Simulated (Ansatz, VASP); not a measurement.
**One calculation of SnSe, two programs**

The input INCAR:

```
SYSTEM = SnSe
ALGO     = Normal         ! electronic algorithm
EDIFF    = 1E-6           ! SCF threshold, eV
ENCUT    = 500            ! plane-wave cutoff, eV
GGA      = PE             ! functional
GGA_COMPAT= .False.      
ISIF     = 2              ! what is computed and relaxed
ISMEAR   = -1             ! smearing method
LASPH    = .True.         ! aspherical terms in the spheres
LCHARG   = .True.         ! write CHGCAR
LELF     = .True.         ! ELF
LREAL    = .False.        ! projectors in reciprocal space
LVHAR    = .True.       
LWAVE    = .False.        ! write WAVECAR
NBANDS   = 17             ! bands
NELM     = 120            ! most SCF steps
PREC     = Accurate       ! precision mode
SIGMA    = 0.02           ! smearing width, eV
```

The input KPOINTS:

```
k-points
0
Gamma
  8 8 8
  0 0 0
```

Contents of POSCAR:

```
SnSe
1.0
    0.0000000000      3.0021131537      3.0021131537
    3.0021131537      0.0000000000      3.0021131537
    3.0021131537      3.0021131537      0.0000000000
Sn Se
1 1
Direct
    0.0000000000      0.0000000000      0.0000000000
    0.5000000000      0.5000000000      0.5000000000
```

Input for Ansatz:

```yaml
crystal:
  lattice:
    - [0.0, 3.0021131537, 3.0021131537]
    - [3.0021131537, 0.0, 3.0021131537]
    - [3.0021131537, 3.0021131537, 0.0]
  atoms:
    - { symbol: Sn, position: [0.0, 0.0, 0.0] }
    - { symbol: Se, position: [0.5, 0.5, 0.5] }
kpoints:
  mp_grid: { grid: [8, 8, 8] }
  band_path:
    path:
      - [0.0, 0.0, 0.0]
      - [0.5, 0.0, 0.5]
      - [0.625, 0.25, 0.625]
      - [0.375, 0.375, 0.75]
      - [0.5, 0.5, 0.5]
      - [0.5, 0.25, 0.75]
      - [0.5, 0.475, 0.525]
      - [-0.052246, -0.051758, 0.484131]
      - [-0.057292, -0.041911, 0.479818]
    npoints: 1
hamiltonian:
  xc: pbe
scf:
  occupations: { method: fermi_dirac, width: 0.02 }
  n_extra_bands: 4
output:
  forces: true
  stress: true
  eigenvalues: true
```

Alike in both runs: task single point; functional PBE; k mesh 8 × 8 × 8; occupations fermi-dirac, width 0.02 eV; no spin polarisation.

|  | VASP | Ansatz |
| --- | --- | --- |
| version | VASP 6.6.1 | Ansatz 0.2.0 |
| potentials or method | VASP PAW PBE potentials, release 64 (Sn_d, Se) | plane waves, PAW |
| plane-wave cutoff (eV) | 500 | 420 |
| valence electrons in the cell | 20 | 30 |

```tsv
	VASP	Ansatz	Ansatz less VASP
pressure (GPa)	1.3	1.3	+0.01
```

With one functional, cell and mesh, what is left measures potentials, basis and numerics. VASP's potentials hold 20 valence electrons a cell and Ansatz's 30, so a difference there can come from the potentials and not from the codes.
